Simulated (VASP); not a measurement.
# Hf (P6_3/mmc) in VASP: density of states with PBE

Aim: the density of states of Hf with PBE.

Program: VASP 6.6.1. These are calculated values, not measurements. Logs are shortened: lines on timing, memory, paths and dates and some standing lists are left out, and cuts for length are marked.

## Step 1: The cell of the first run

The structure is hexagonal, space group P6_3/mmc (No. 194). The conventional cell has a = 2.823 Å, b = 2.823 Å, c = 5.324 Å, α = 90.00°, β = 90.00°, γ = 120.00°. Hf (site symmetry -6m2) has 12 Hf at 2.82 to 3.12 Å within 3.7 Å.

## Step 2: Density of states, PBE

POSCAR reads:

```
Hf
1.0
    2.8233450000      0.0000000000      0.0000000000
    1.4116680000      2.4450920000      0.0000000000
    0.0000000000      0.0000000000      5.3243570000
Hf
2
Direct
    0.6666600000      0.6666700000      0.2500000000
    0.3333300000      0.3333300000      0.7500000000
```

INCAR.step1 reads:

```
PREC     = Accurate       # precision mode
ENCUT    = 520            # plane-wave cutoff, eV
EDIFF    = 1E-7           # SCF threshold, eV
ISMEAR   = -1             # smearing method
SIGMA    = 0.0268         # smearing width, eV
LREAL    = F              # projectors in reciprocal space
LASPH    = T              # aspherical terms in the spheres
NELM     = 100            # most SCF steps
ALGO     = Normal         # electronic algorithm
ISIF     = 2              # what is computed and relaxed
LWAVE    = F              # write WAVECAR
LCHARG   = T              # write CHGCAR
LMAXMIX  = 4              # l up to which the mixer works
GGA      = PE             # functional
NBANDS   = 17             # bands
```

KPOINTS.step1 reads:

```
Automatic mesh
0
Gamma
  14 14 7
```

INCAR.step2 reads:

```
PREC     = Accurate       # precision mode
ENCUT    = 520            # plane-wave cutoff, eV
EDIFF    = 1E-7           # SCF threshold, eV
ISMEAR   = -5             # smearing method
SIGMA    = 0.0268         # smearing width, eV
LREAL    = F              # projectors in reciprocal space
LASPH    = T              # aspherical terms in the spheres
NELM     = 100            # most SCF steps
ALGO     = Normal         # electronic algorithm
ISIF     = 2              # what is computed and relaxed
LWAVE    = F              # write WAVECAR
LCHARG   = F              # write CHGCAR
LMAXMIX  = 4              # l up to which the mixer works
GGA      = PE             # functional
LORBIT   = 10             # projections on sites
NBANDS   = 17             # bands
NEDOS    = 2001           # points of the DOS
ICHARG   = 11             # starting density
```

KPOINTS.step2 reads:

```
Automatic mesh
0
Gamma
  21 21 11
```

Potentials or basis: VASP PAW PBE potentials, release 64 (Hf_pv).

Run with:

```console
$ cat potpaw_PBE.64/Hf_pv/POTCAR > POTCAR
$ cp INCAR.step1 INCAR
$ cp KPOINTS.step1 KPOINTS
$ mpirun -np 1 vasp_std > vasp.out
$ cp INCAR.step2 INCAR
$ cp KPOINTS.step2 KPOINTS
$ mpirun -np 1 vasp_std > vasp.out
```

OUTCAR:

```text
PREC = Accurate
   ENCUT = 520
   EDIFF = 1E-7
   ISMEAR = -5
   LREAL = F
   LASPH = T
   NELM = 100
   ISIF = 2
   GGA = PE
   LORBIT = 10
   ICHARG = 11

 ion  position               nearest neighbor table
   1  0.667  0.667  0.250-   2 3.12   2 3.12   2 3.12   2 3.12   2 3.12   2 3.12
   2  0.333  0.333  0.750-   1 3.12   1 3.12   1 3.12   1 3.12   1 3.12   1 3.12

  LATTYP: Found a hexagonal cell.
 ALAT       =     2.8233457866
 C/A-ratio  =     1.8858324139

  Lattice vectors:

 A1 = (  -1.4116680000,  -2.4450920000,   0.0000000000)
 A2 = (   2.8233450000,   0.0000000000,   0.0000000000)
 A3 = (   0.0000000000,   0.0000000000,   5.3243570000)

Analysis of symmetry for initial positions (statically):
=====================================================================
 Subroutine PRICEL returns:
 Original cell was already a primitive cell.

 Routine SETGRP: Setting up the symmetry group for a
 hexagonal supercell.

 Subroutine GETGRP returns: Found  8 space group operations
 (whereof  2 operations were pure point group operations)
 out of a pool of 24 trial point group operations.

The static configuration has the point symmetry C_2 .
 The point group associated with its full space group is D_2h.

Analysis of symmetry for dynamics (positions and initial velocities):
=====================================================================
 Subroutine PRICEL returns:
 Original cell was already a primitive cell.

 Routine SETGRP: Setting up the symmetry group for a
 hexagonal supercell.

 Subroutine GETGRP returns: Found  8 space group operations
 (whereof  2 operations were pure point group operations)
 out of a pool of 24 trial point group operations.

The dynamic configuration has the point symmetry C_2 .
 The point group associated with its full space group is D_2h.

 Subroutine INISYM returns: Found  8 space group operations
 (whereof  2 operations are pure point group operations),
 and found     1 'primitive' translations

----------------------------------------------------------------------------------------

                                     Primitive cell

  volume of cell :      36.7558

  direct lattice vectors                    reciprocal lattice vectors
     2.823345000  0.000000000  0.000000000     0.354189800 -0.204490631  0.000000000
     1.411668000  2.445092000  0.000000000     0.000000000  0.408982566  0.000000000
     0.000000000  0.000000000  5.324357000     0.000000000  0.000000000  0.187816106

  length of vectors
     2.823345000  2.823345787  5.324357000     0.408982680  0.408982566  0.187816106

  position of ions in fractional coordinates (direct lattice)
     0.666660000  0.666670000  0.250000000
     0.333330000  0.333330000  0.750000000

  ion indices of the primitive-cell ions
   primitive index   ion index
                 1           1
                 2           2

----------------------------------------------------------------------------------------

 KPOINTS: Automatic mesh

Automatic generation of k-mesh.
 Grid dimensions read from file:
 generate k-points for:   21   21   11

 Generating k-lattice:

  Cartesian coordinates                     Fractional coordinates (reciprocal lattice)
     0.016866181 -0.009737649  0.000000000     0.047619048 -0.000000000  0.000000000
     0.000000000  0.019475360  0.000000000     0.000000000  0.047619048  0.000000000
     0.000000000  0.000000000  0.017074191     0.000000000  0.000000000  0.090909091

  Length of vectors
     0.019475366  0.019475360  0.017074191

  Shift w.r.t. Gamma in fractional coordinates (k-lattice)
     0.000000000  0.000000000  0.000000000

 TETIRR: Found  11786 inequivalent tetrahedra from    29106

 Subroutine IBZKPT returns following result:
 ===========================================

 Found    726 irreducible k-points:

 Following reciprocal coordinates:
            Coordinates               Weight
  0.000000  0.000000  0.000000      1.000000
  0.047619  0.000000  0.000000      4.000000
  0.000000  0.047619  0.000000      2.000000
  0.095238  0.000000  0.000000      4.000000
  0.000000  0.095238  0.000000      2.000000
  0.142857  0.000000  0.000000      4.000000
[... 16 lines left out ...]
  0.047619  0.095238  0.000000      4.000000
  0.142857  0.047619  0.000000      4.000000
 [... further k-points ...]
   k-points           NKPTS =    726   k-points in BZ     NKDIM =    726   number of bands    NBANDS=     17
   number of dos      NEDOS =   2001   number of ions     NIONS =      2
   total plane-waves  NPLWV =  23040
   dimension x,y,z NGX =    24 NGY =   24 NGZ =   40
   dimension x,y,z NGXF=    48 NGYF=   48 NGZF=   80
   ions per type =               2
   NGX,Y,Z   is equivalent  to a cutoff of  14.13, 14.13, 12.49 a.u.
   NGXF,Y,Z  is equivalent  to a cutoff of  28.26, 28.26, 24.98 a.u.
 SYSTEM =  unknown system
   PREC   = accura    normal or accurate (medium, high low for compatibility)
   ISTART =      0    job   : 0-new  1-cont  2-samecut
   ICHARG =     11    charge: 1-file 2-atom 10-const
   ISPIN  =      1    spin polarized calculation?
   LNONCOLLINEAR =      F non collinear calculations
   LSORBIT =      F    spin-orbit coupling
   LASPH  =      T    aspherical Exc in radial PAW
   ENCUT  =  520.0 eV  38.22 Ry    6.18 a.u.   5.25  5.25  9.90*2*pi/ulx,y,z
   NELM   =    100;   NELMIN=  2; NELMDL=  0     # of ELM steps
   EDIFF  = 0.1E-06   stopping-criterion for ELM
   LREAL  =      F    real-space projection
   EDIFFG = 0.1E-05   stopping-criterion for IOM
   NSW    =      0    number of steps for IOM
   IBRION =     -1    ionic relax: 0-MD 1-quasi-New 2-CG
   NFREE  =      0    steps in history (QN), initial steepest desc. (CG)
   ISIF   =      2    stress and relaxation
   ISYM   =      2    0-nonsym 1-usesym 2-fastsym
   POTIM  = 0.5000    time-step for ionic-motion
   TEBEG  =    0.0;   TEEND  =   0.0 temperature during run
   PSTRESS=    0.0 pullay stress
   NELECT =      20.0000    total number of electrons
   NUPDOWN=      -1.0000    fix difference up-down
   EMIN   =  10.00;   EMAX   =-10.00  energy-range for DOS
   EFERMI =   0.00;   METHOD = LEGACY
   ISMEAR =    -5;   SIGMA  =   0.03  broadening in eV -4-tet -1-fermi 0-gaus
   EFERMI_NEDOS =   21; number of points for ismear=-14 and -15
   IALGO  =     38    algorithm
   IMIX   =      4    mixing-type and parameters
     AMIX     =   0.40;   BMIX     =  1.00
     AMIX_MAG =   1.60;   BMIX_MAG =  1.00
  volume/ion in A,a.u.               =      18.38       124.02
  Fermi-wavevector in a.u.,A,eV,Ry     =   1.336522  2.525660 24.303959  1.786291
  Thomas-Fermi vector in A             =   2.465142
   LORBIT       =     10    0 simple, 1 ext, 2 COOP (PROOUT), +10 PAW based schemes
   GGA     = PE    functional components
   LHFCALC =     F    Hartree Fock is set to
   AEXX    =    0.0000 exact exchange contribution
   IVDW    =     0    specifies the selected vdW correction
   LEPSILON=     F    determine dielectric tensor
   LRPA    =     F    only Hartree local field effects (RPA)
 non-spin polarized calculation
 Fermi weights with tetrahedron method with Bloechl corrections
  energy-cutoff  :      520.00
  volume of cell :       36.76
 maximum number of plane-waves:      1002
 NGX is ok and might be reduce to    24

 number of electron      19.9999998 magnetization

 Free energy of the ion-electron system (eV)
  ---------------------------------------------------
  ext. energy  EPLUGINS =         0.00000000
  ---------------------------------------------------
  free energy    TOTEN  =       -18.89010415 eV

  energy without entropy =      -18.89010415  energy(sigma->0) =      -18.89010415

 E-fermi :   6.1583     XC(G=0): -12.1923

 val. band max:        6.3135250991   @ k =   0.4286   0.0000   0.0000
 cond. band min:       6.1227922476   @ k =   0.3333  -0.4286   0.2727
 fundamental gap:     -0.1907328515
 Fermi energy:         6.1583465736

 k-point     1 :       0.0000    0.0000    0.0000
  band No.  band energies     occupation
      1     -24.4059      2.00000
      2     -23.3243      2.00000
      3     -23.0116      2.00000
      4     -23.0116      2.00000
      5     -22.9268      2.00000
      6     -22.9268      2.00000
[... 9 lines left out ...]
     16      11.2012      0.00000
     17      13.3075      0.00000

 k-point     2 :       0.0476    0.0000    0.0000
  band No.  band energies     occupation
      1     -24.3944      2.00000
      2     -23.3234      2.00000
      3     -23.0549      2.00000
      4     -23.0223      2.00000
      5     -22.9712      2.00000
      6     -22.9347      2.00000
[... 9 lines left out ...]
     16      11.0965      0.00000
     17      13.3556      0.00000

 k-point     3 :       0.0000    0.0476    0.0000
  band No.  band energies     occupation
      1     -24.3944      2.00000
      2     -23.3234      2.00000
      3     -23.0549      2.00000
      4     -23.0223      2.00000
      5     -22.9712      2.00000
      6     -22.9347      2.00000
[... 9 lines left out ...]
     16      11.0965      0.00000
     17      13.4175      0.00000

 k-point     4 :       0.0952    0.0000    0.0000
  band No.  band energies     occupation
      1     -24.3607      2.00000
      2     -23.3211      2.00000
      3     -23.1801      2.00000
      4     -23.0982      2.00000
      5     -23.0533      2.00000
      6     -22.9580      2.00000
[... 9 lines left out ...]
     16      10.8247      0.00000
     17      13.4622      0.00000
[... 343 lines left out ...]
      1     -24.3719      2.00000
      2     -23.3218      2.00000
      3     -23.1359      2.00000
      4     -23.0711      2.00000
      5     -23.0295      2.00000
      6     -22.9530      2.00000
[... 9 lines left out ...]
     16      10.9296      0.00000
     17      13.5018      0.00000

 k-point    23 :       0.0476    0.0952    0.0000
  band No.  band energies     occupation
      1     -24.3719      2.00000
      2     -23.3218      2.00000
      3     -23.1359      2.00000
      4     -23.0711      2.00000
      5     -23.0295      2.00000
      6     -22.9530      2.00000
[... 9 lines left out ...]
     16      10.9297      0.00000
     17      13.4231      0.00000

 k-point    24 :       0.1429    0.0476    0.0000
  band No.  band energies     occupation
      1     -24.3280      2.00000
      2     -23.3193      2.00000
      3     -23.2902      2.00000
      4     -23.2245      2.00000
      5     -23.0765      2.00000
      6     -22.9869      2.00000
[... 9 lines left out ...]
     16      10.6379      0.00000
     17      13.4279      0.00000

 [... further k-points ...]

------------------------ aborting loop because EDIFF is reached ----------------------------------------

  FORCE on cell =-STRESS in cart. coord.  units (eV):
  Direction    XX          YY          ZZ          XY          YZ          ZX
  --------------------------------------------------------------------------------------
  -------------------------------------------------------------------------------------
  Total        8.0470737      8.0480521      3.7852166     -0.0000148     -0.0000000      0.0000000
  in kB      350.7698342    350.8124841    164.9966025     -0.0006456     -0.0000000      0.0000000
  external PRESSURE =     288.8596403 kB  Pullay stress =       0.0000000 kB

 VOLUME and BASIS-vectors are now :
 -----------------------------------------------------------------------------
  energy-cutoff  :      520.00
  volume of cell :       36.76
      direct lattice vectors                 reciprocal lattice vectors
     2.823345000  0.000000000  0.000000000     0.354189800 -0.204490631  0.000000000
     1.411668000  2.445092000  0.000000000     0.000000000  0.408982566  0.000000000
     0.000000000  0.000000000  5.324357000     0.000000000  0.000000000  0.187816106

 POSITION                                       TOTAL-FORCE (eV/Angst)
 -----------------------------------------------------------------------------------
      2.82333      1.63007      1.33109        -0.000000      0.000104      0.000000
      1.41166      0.81502      3.99327         0.000000     -0.000104      0.000000
 -----------------------------------------------------------------------------------
    total drift:                               -0.000000      0.000000     -0.000000

  FREE ENERGIE OF THE ION-ELECTRON SYSTEM (eV)
  ---------------------------------------------------
  free  energy   TOTEN  =       -18.8901041468 eV

  energy  without entropy=      -18.8901041468  energy(sigma->0) =      -18.89010415

 total charge

# of ion       s       p       d       tot
------------------------------------------
    1        0.445   6.425   1.924   8.794
    2        0.445   6.425   1.924   8.794
--------------------------------------------------
tot          0.890  12.850   3.848  17.587
```

Run time: 2.7 min. Hardware: 1 thread of Intel Xeon Platinum 8488C (Sapphire Rapids), shared host; peak memory 0.48 GiB.

What came out:

```yaml
Valence_electrons_inside_the_program's_atomic_spheres: Hf 8.79
```

Caveat: spin-orbit coupling is left out, which moves the levels of the heavy elements; tetrahedron occupations give inexact forces and stress in metals.
